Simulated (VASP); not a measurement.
# LiCl in VASP: further runs

LiCl is run at these levels: r2SCAN; tasks: single point.

Program: VASP 6.6.1. These are calculated values, not measurements. Logs are shortened: lines on timing, memory, paths and dates and some standing lists are left out, and cuts for length are marked.

## (1) The cell of the first run

The cell holds a wire or tube with vacuum around it, 4 atoms: a = 11.400 Å, b = 9.300 Å, c = 4.601 Å, α = 90.00°, β = 90.00°, γ = 90.00°.

## (2) Single point, r2SCAN, collinear spin

POSCAR

```
LiCl
1.0
   11.4000000000      0.0000000000      0.0000000000
    0.0000000000      9.3000000000      0.0000000000
    0.0000000000      0.0000000000      4.6011645634
Li Cl
2 2
Direct
    0.3940521318      0.5000000000      0.0000000000
    0.6059478682      0.5000000000      0.5000000000
    0.3940521318      0.5000000000      0.5000000000
    0.6059478682      0.5000000000      0.0000000000
```

INCAR.step1

```
SYSTEM = LiCl
PREC = Accurate
ENCUT = 520
ISMEAR = 0
SIGMA = 0.05
LREAL = .FALSE.
LASPH = .TRUE.
NELM = 150
ISPIN = 2
MAGMOM = 0.5 0.5 0.5 0.5
NBANDS = 22
GGA = PE
ALGO = Normal
EDIFF = 1E-4
LWAVE = .TRUE.
LCHARG = .FALSE.
```

INCAR.step2

```
SYSTEM = LiCl
PREC = Accurate
ENCUT = 520
EDIFF = 1E-6
ISMEAR = 0
SIGMA = 0.05
LREAL = .FALSE.
LASPH = .TRUE.
NELM = 150
ALGO = Normal
ISIF = 2
LWAVE = .FALSE.
LCHARG = .TRUE.
ISPIN = 2
MAGMOM = 0.5 0.5 0.5 0.5
LORBIT = 11
METAGGA = R2SCAN
LMIXTAU = .TRUE.
LELF = .TRUE.
LVHAR = .TRUE.
NBANDS = 22
ISTART = 1
```

KPOINTS

```
Automatic mesh
0
G
  1 1 14
  0 0 0
```

Potentials or basis: VASP PAW PBE potentials, release 64 (Li_sv, Cl).

The run is started by

```bash
> cat potpaw_PBE.64/Li_sv/POTCAR potpaw_PBE.64/Cl/POTCAR > POTCAR
> cp INCAR.step1 INCAR
> mpirun -np 1 vasp_std > vasp.out
> cp INCAR.step2 INCAR
> mpirun -np 1 vasp_std > vasp.out
```

OUTCAR:

```text
SYSTEM = LiCl
   PREC = Accurate
   ENCUT = 520
   EDIFF = 1E-6
   ISMEAR = 0
   LREAL = .FALSE.
   LASPH = .TRUE.
   NELM = 150
   ISIF = 2
   ISPIN = 2
   LORBIT = 11
   METAGGA = R2SCAN
   ISTART = 1

 ion  position               nearest neighbor table
   1  0.394  0.500  0.000-   3 2.30   3 2.30   4 2.42
   2  0.606  0.500  0.500-   4 2.30   4 2.30   3 2.42
   3  0.394  0.500  0.500-   1 2.30   1 2.30   2 2.42
   4  0.606  0.500  0.000-   2 2.30   2 2.30   1 2.42

  LATTYP: Found a simple orthorhombic cell.
 ALAT       =     4.6011645634
 B/A-ratio  =     2.0212274245
 C/A-ratio  =     2.4776336171

  Lattice vectors:

 A1 = (   0.0000000000,   0.0000000000,  -4.6011645634)
 A2 = (   0.0000000000,   9.3000000000,   0.0000000000)
 A3 = (  11.4000000000,   0.0000000000,   0.0000000000)

Analysis of symmetry for initial positions (statically):
=====================================================================
 Subroutine PRICEL returns:
 Original cell was already a primitive cell.

 Routine SETGRP: Setting up the symmetry group for a
 simple orthorhombic supercell.

 Subroutine GETGRP returns: Found  8 space group operations
 (whereof  4 operations were pure point group operations)
 out of a pool of  8 trial point group operations.

The static configuration has the point symmetry C_2v.
 The point group associated with its full space group is D_2h.

Analysis of symmetry for dynamics (positions and initial velocities):
=====================================================================
 Subroutine PRICEL returns:
 Original cell was already a primitive cell.

 Routine SETGRP: Setting up the symmetry group for a
 simple orthorhombic supercell.

 Subroutine GETGRP returns: Found  8 space group operations
 (whereof  4 operations were pure point group operations)
 out of a pool of  8 trial point group operations.

The dynamic configuration has the point symmetry C_2v.
 The point group associated with its full space group is D_2h.

Analysis of structural, dynamic, and magnetic symmetry:
=====================================================================
 Subroutine PRICEL returns:
 Original cell was already a primitive cell.

 Routine SETGRP: Setting up the symmetry group for a
 simple orthorhombic supercell.

 Subroutine GETGRP returns: Found  8 space group operations
 (whereof  4 operations were pure point group operations)
 out of a pool of  8 trial point group operations.

The overall configuration has the point symmetry C_2v.
 The point group associated with its full space group is D_2h.

 Subroutine INISYM returns: Found  8 space group operations
 (whereof  4 operations are pure point group operations),
 and found     1 'primitive' translations

----------------------------------------------------------------------------------------

                                     Primitive cell

  volume of cell :     487.8155

  direct lattice vectors                    reciprocal lattice vectors
    11.400000000  0.000000000  0.000000000     0.087719298  0.000000000  0.000000000
     0.000000000  9.300000000  0.000000000     0.000000000  0.107526882  0.000000000
     0.000000000  0.000000000  4.601164563     0.000000000  0.000000000  0.217336282

  length of vectors
    11.400000000  9.300000000  4.601164563     0.087719298  0.107526882  0.217336282

  position of ions in fractional coordinates (direct lattice)
     0.394052132  0.500000000  0.000000000
     0.605947868  0.500000000  0.500000000
     0.394052132  0.500000000  0.500000000
     0.605947868  0.500000000  0.000000000

  ion indices of the primitive-cell ions
   primitive index   ion index
                 1           1
                 2           2
                 3           3
                 4           4

----------------------------------------------------------------------------------------

 KPOINTS: Automatic mesh

Automatic generation of k-mesh.
 Grid dimensions read from file:
 generate k-points for:    1    1   14

 Generating k-lattice:

  Cartesian coordinates                     Fractional coordinates (reciprocal lattice)
     0.087719298  0.000000000  0.000000000     1.000000000  0.000000000  0.000000000
     0.000000000  0.107526882  0.000000000     0.000000000  1.000000000  0.000000000
     0.000000000  0.000000000  0.015524020     0.000000000  0.000000000  0.071428571

  Length of vectors
     0.087719298  0.107526882  0.015524020

  Shift w.r.t. Gamma in fractional coordinates (k-lattice)
     0.000000000  0.000000000  0.000000000

 Subroutine IBZKPT returns following result:
 ===========================================

 Found      8 irreducible k-points:

 Following reciprocal coordinates:
            Coordinates               Weight
  0.000000  0.000000  0.000000      1.000000
  0.000000  0.000000  0.071429      2.000000
  0.000000  0.000000  0.142857      2.000000
  0.000000  0.000000  0.214286      2.000000
  0.000000  0.000000  0.285714      2.000000
  0.000000  0.000000  0.357143      2.000000
  0.000000  0.000000  0.428571      2.000000
  0.000000  0.000000  0.500000      1.000000
   k-points           NKPTS =      8   k-points in BZ     NKDIM =      8   number of bands    NBANDS=     22
   number of dos      NEDOS =    301   number of ions     NIONS =      4
   total plane-waves  NPLWV = 226800
   dimension x,y,z NGX =    90 NGY =   70 NGZ =   36
   dimension x,y,z NGXF=   180 NGYF=  140 NGZF=   72
   ions per type =               2   2
   NGX,Y,Z   is equivalent  to a cutoff of  13.12, 12.51, 13.01 a.u.
   NGXF,Y,Z  is equivalent  to a cutoff of  26.25, 25.03, 26.01 a.u.
 SYSTEM =  LiCl
   PREC   = accura    normal or accurate (medium, high low for compatibility)
   ISTART =      1    job   : 0-new  1-cont  2-samecut
   ICHARG =      0    charge: 1-file 2-atom 10-const
   ISPIN  =      2    spin polarized calculation?
   LNONCOLLINEAR =      F non collinear calculations
   LSORBIT =      F    spin-orbit coupling
   LASPH  =      T    aspherical Exc in radial PAW
   ENCUT  =  520.0 eV  38.22 Ry    6.18 a.u.  21.20 17.29  8.56*2*pi/ulx,y,z
   NELM   =    150;   NELMIN=  2; NELMDL=  0     # of ELM steps
   EDIFF  = 0.1E-05   stopping-criterion for ELM
   LREAL  =      F    real-space projection
   EDIFFG = 0.1E-04   stopping-criterion for IOM
   NSW    =      0    number of steps for IOM
   IBRION =     -1    ionic relax: 0-MD 1-quasi-New 2-CG
   NFREE  =      0    steps in history (QN), initial steepest desc. (CG)
   ISIF   =      2    stress and relaxation
   ISYM   =      2    0-nonsym 1-usesym 2-fastsym
   POTIM  = 0.5000    time-step for ionic-motion
   TEBEG  =    0.0;   TEEND  =   0.0 temperature during run
   PSTRESS=    0.0 pullay stress
   NELECT =      20.0000    total number of electrons
   NUPDOWN=      -1.0000    fix difference up-down
   EMIN   =  10.00;   EMAX   =-10.00  energy-range for DOS
   EFERMI =   0.00;   METHOD = LEGACY
   ISMEAR =     0;   SIGMA  =   0.05  broadening in eV -4-tet -1-fermi 0-gaus
   EFERMI_NEDOS =   21; number of points for ismear=-14 and -15
   IALGO  =     38    algorithm
   IMIX   =      4    mixing-type and parameters
     AMIX     =   0.40;   BMIX     =  1.00
     AMIX_MAG =   1.60;   BMIX_MAG =  1.00
  volume/ion in A,a.u.               =     121.95       822.99
  Fermi-wavevector in a.u.,A,eV,Ry     =   0.564503  1.066756  4.335683  0.318664
  Thomas-Fermi vector in A             =   1.602091
   LORBIT       =     11    0 simple, 1 ext, 2 COOP (PROOUT), +10 PAW based schemes
   METAGGA = R2SCAN    functional components
   LHFCALC =     F    Hartree Fock is set to
   AEXX    =    0.0000 exact exchange contribution
   IVDW    =     0    specifies the selected vdW correction
   LEPSILON=     F    determine dielectric tensor
   LRPA    =     F    only Hartree local field effects (RPA)
 spin polarized calculation
 Gauss-broadening in eV      SIGMA  =   0.05
  energy-cutoff  :      520.00
  volume of cell :      487.82
 maximum number of plane-waves:     13197
 NGX is ok and might be reduce to    90
   NGX = 43   NGY = 35   NGZ = 17

 number of electron      20.0000004 magnetization      -0.0000000

 number of electron      20.0000004 magnetization       0.0006484

 Free energy of the ion-electron system (eV)
  ---------------------------------------------------
  ext. energy  EPLUGINS =         0.00000000
  ---------------------------------------------------
  free energy    TOTEN  =       -23.98516493 eV

  energy without entropy =      -23.98516493  energy(sigma->0) =      -23.98516493

 E-fermi :  -5.8831     XC(G=0):  -1.8655

 val. band max:       -6.1378688314   @ k =   0.0000   0.0000   0.2857
 cond. band min:       0.2082548410   @ k =   0.0000   0.0000   0.0000
 fundamental gap:      6.3461236724
 Fermi energy:        -5.8830974903

 spin component 1

 k-point     1 :       0.0000    0.0000    0.0000
  band No.  band energies     occupation
      1     -51.1483      1.00000
      2     -51.1455      1.00000
      3     -19.1829      1.00000
      4     -18.7523      1.00000
      5      -7.9334      1.00000
      6      -7.4258      1.00000
[... 14 lines left out ...]
     21       4.8745      0.00000
     22       5.2532      0.00000

 k-point     2 :       0.0000    0.0000    0.0714
  band No.  band energies     occupation
      1     -51.1483      1.00000
      2     -51.1456      1.00000
      3     -19.1794      1.00000
      4     -18.7598      1.00000
      5      -7.9252      1.00000
      6      -7.4422      1.00000
[... 14 lines left out ...]
     21       4.8719      0.00000
     22       5.2754      0.00000
[... 108 lines left out ...]
      6      -7.6586      1.00000
[... 14 lines left out ...]
     21       4.1484      0.00000
     22       4.8110      0.00000

 k-point     8 :       0.0000    0.0000    0.5000
  band No.  band energies     occupation
      1     -51.1468      1.00000
      2     -51.1468      1.00000
      3     -19.0071      1.00000
      4     -19.0071      1.00000
      5      -7.6981      1.00000
      6      -7.6981      1.00000
[... 14 lines left out ...]
     21       4.3829      0.00000
     22       4.5264      0.00000
 Fermi energy:        -5.8830974903

 spin component 2

 k-point     1 :       0.0000    0.0000    0.0000
  band No.  band energies     occupation
      1     -51.1484      1.00000
      2     -51.1456      1.00000
      3     -19.1829      1.00000
      4     -18.7523      1.00000
      5      -7.9334      1.00000
      6      -7.4258      1.00000
[... 14 lines left out ...]
     21       4.8771      0.00000
     22       5.2488      0.00000

 k-point     2 :       0.0000    0.0000    0.0714
  band No.  band energies     occupation
      1     -51.1483      1.00000
      2     -51.1456      1.00000
      3     -19.1793      1.00000
      4     -18.7598      1.00000
      5      -7.9252      1.00000
      6      -7.4422      1.00000
[... 14 lines left out ...]
     21       4.8747      0.00000
     22       5.0606      0.00000
[... 123 lines left out ...]
     21       4.1476      0.00000
     22       4.8128      0.00000

 k-point     8 :       0.0000    0.0000    0.5000
  band No.  band energies     occupation
      1     -51.1468      1.00000
      2     -51.1468      1.00000
      3     -19.0071      1.00000
      4     -19.0071      1.00000
      5      -7.6981      1.00000
      6      -7.6981      1.00000
[... 14 lines left out ...]
     21       4.3791      0.00000
     22       4.3791      0.00000

------------------------ aborting loop because EDIFF is reached ----------------------------------------

  FORCE on cell =-STRESS in cart. coord.  units (eV):
  Direction    XX          YY          ZZ          XY          YZ          ZX
  --------------------------------------------------------------------------------------
  -------------------------------------------------------------------------------------
  Total        0.0448473     -0.0514048     -0.6951765      0.0000000      0.0000000      0.0000000
  in kB        0.1472962     -0.1688334     -2.2832322      0.0000000      0.0000000      0.0000000
  external PRESSURE =      -0.7682565 kB  Pullay stress =       0.0000000 kB

 VOLUME and BASIS-vectors are now :
 -----------------------------------------------------------------------------
  energy-cutoff  :      520.00
  volume of cell :      487.82
      direct lattice vectors                 reciprocal lattice vectors
    11.400000000  0.000000000  0.000000000     0.087719298  0.000000000  0.000000000
     0.000000000  9.300000000  0.000000000     0.000000000  0.107526882  0.000000000
     0.000000000  0.000000000  4.601164563     0.000000000  0.000000000  0.217336282

 POSITION                                       TOTAL-FORCE (eV/Angst)
 -----------------------------------------------------------------------------------
      4.49219      4.65000      0.00000         0.387729      0.000000      0.000000
      6.90781      4.65000      2.30058        -0.387729      0.000000      0.000000
      4.49219      4.65000      2.30058        -0.436397      0.000000      0.000000
      6.90781      4.65000      0.00000         0.436397      0.000000      0.000000
 -----------------------------------------------------------------------------------
    total drift:                                0.000000     -0.000000     -0.000000

  FREE ENERGIE OF THE ION-ELECTRON SYSTEM (eV)
  ---------------------------------------------------
  free  energy   TOTEN  =       -23.9851649287 eV

  energy  without entropy=      -23.9851649287  energy(sigma->0) =      -23.98516493

 total charge

# of ion       s       p       d       tot
------------------------------------------
    1        2.008   0.012   0.000   2.021
    2        2.008   0.012   0.000   2.021
    3        1.593   3.628   0.000   5.221
    4        1.593   3.628   0.000   5.221
--------------------------------------------------
tot          7.202   7.281   0.000  14.483

 magnetization (x)

# of ion       s       p       d       tot
------------------------------------------
    1       -0.000   0.000   0.000  -0.000
    2       -0.000   0.000   0.000  -0.000
    3        0.000   0.000   0.000   0.000
    4        0.000   0.000   0.000   0.000
--------------------------------------------------
tot          0.000   0.000   0.000   0.000
```

Run time: 7.3 min. Hardware: 1 thread of Intel Xeon 6975P-C (Granite Rapids), shared host; peak memory 0.82 GiB.

Results:

- Free energy: -23.9852 eV
- Largest force: 0.436 eV/Å
- Band gap on the k mesh: 6.35 eV (least direct gap 6.37 eV)
- Net moment: 0.00 μB per cell
- Valence electrons inside the program's atomic spheres: Li 2.02; Cl 5.22

Forces on the atoms (eV/Å):
```
Li   0.388  0.000  0.000
Li  -0.388  0.000  0.000
Cl  -0.436  0.000  0.000
Cl   0.436  0.000  0.000
```

Levels at points of the mesh, in eV from the valence-band top:
Spin up:
| k point | band 6 | band 7 | band 8 | band 9 | band 10 | band 11 | band 12 | band 13 | band 14 | band 15 |
| --- | --- | --- | --- | --- | --- | --- | --- | --- | --- | --- |
| (0.00, 0.00, 0.00) | -1.29 | -0.75 | -0.72 | -0.08 | -0.02 | 6.35 | 7.45 | 7.80 | 8.20 | 8.36 |
| (0.00, 0.00, 0.50) | -1.56 | -0.31 | -0.31 | -0.12 | -0.12 | 8.07 | 8.07 | 8.11 | 8.11 | 8.76 |
Spin down:
| k point | band 7 | band 8 | band 9 | band 10 | band 11 | band 12 | band 13 | band 14 |
| --- | --- | --- | --- | --- | --- | --- | --- | --- |
| (0.00, 0.00, 0.00) | -0.75 | -0.72 | -0.08 | -0.02 | 6.35 | 7.45 | 7.79 | 8.19 |
| (0.00, 0.00, 0.50) | -0.31 | -0.31 | -0.12 | -0.12 | 8.07 | 8.07 | 8.11 | 8.11 |

Caveat: the cutoff is under 1.25 times the usual one of these potentials, so pressure, stress and relaxed cells hold a basis-set (Pulay) error; the PAW data sets were made with another functional, which shifts forces and pressure a little.

## (3) Single point, r2SCAN, collinear spin

This run uses another cell than the first one.

POSCAR

```
LiCl
1.0
   11.4000000000      0.0000000000      0.0000000000
    0.0000000000      9.3000000000      0.0000000000
    0.0000000000      0.0000000000      4.4329419935
Li Cl
2 2
Direct
    0.4189458414      0.5000000000      0.0000000000
    0.5810541586      0.5000000000      0.5000000000
    0.3754183391      0.5000000000      0.5000000000
    0.6245816609      0.5000000000      0.0000000000
```

INCAR.step1

```
PREC = Accurate
ENCUT = 520
ISMEAR = 0
SIGMA = 0.05
LREAL = False
LASPH = True
NELM = 150
ISPIN = 2
MAGMOM = 0.5 0.5 0.5 0.5
NBANDS = 22
GGA = PE
ALGO = Normal
EDIFF = 1E-4
LWAVE = True
LCHARG = False
```

INCAR.step2

```
PREC = Accurate
ENCUT = 520
EDIFF = 1E-6
ISMEAR = 0
SIGMA = 0.05
LREAL = False
LASPH = True
NELM = 150
ALGO = Normal
ISIF = 2
LWAVE = False
LCHARG = True
ISPIN = 2
MAGMOM = 0.5 0.5 0.5 0.5
LORBIT = 11
METAGGA = R2SCAN
LMIXTAU = True
LELF = True
LVHAR = True
NBANDS = 22
ISTART = 1
```

KPOINTS

```
regular mesh
0
Gamma
  1 1 14
```

Potentials or basis: VASP PAW PBE potentials, release 64 (Li_sv, Cl).

The run is started by

```bash
> cat potpaw_PBE.64/Li_sv/POTCAR potpaw_PBE.64/Cl/POTCAR > POTCAR
> cp INCAR.step1 INCAR
> mpirun -np 1 vasp_std > vasp.out
> cp INCAR.step2 INCAR
> mpirun -np 1 vasp_std > vasp.out
```

Wall time 16 min (1 thread of Oxide Virtual Turin-like, shared host); peak memory 0.8 GiB.

Results (log left out):

```yaml
Free_energy: -24.2104 eV
Largest_force: 0.017 eV/Å
Band_gap_on_the_k_mesh: 6.88 eV
Net_moment: 0.00 μB per cell
Valence_electrons_inside_the_program's_atomic_spheres: Li 2.03; Cl 5.22
```

Forces in eV/Å, atoms in the order of the input:
```
Li   0.017  0.000  0.000
Li  -0.017  0.000  0.000
Cl   0.012  0.000  0.000
Cl  -0.012  0.000  0.000
```

Levels at points of the mesh, in eV from the valence-band top:
Spin up:
```csv
k point,band 8,band 9,band 10,band 11,band 12,band 13
"(0.00, 0.00, 0.00)",-0.51,-0.03,0.00,6.88,8.14,8.45
"(0.00, 0.00, 0.50)",-0.33,-0.15,-0.15,8.38,8.38,9.03
```
Spin down:
```csv
k point,band 8,band 9,band 10,band 11,band 12,band 13
"(0.00, 0.00, 0.00)",-0.51,-0.03,0.00,6.88,8.14,8.45
"(0.00, 0.00, 0.50)",-0.33,-0.15,-0.15,8.38,8.38,9.03
```

Caveat: the cutoff is under 1.25 times the usual one of these potentials, so pressure, stress and relaxed cells hold a basis-set (Pulay) error; the PAW data sets were made with another functional, which shifts forces and pressure a little.
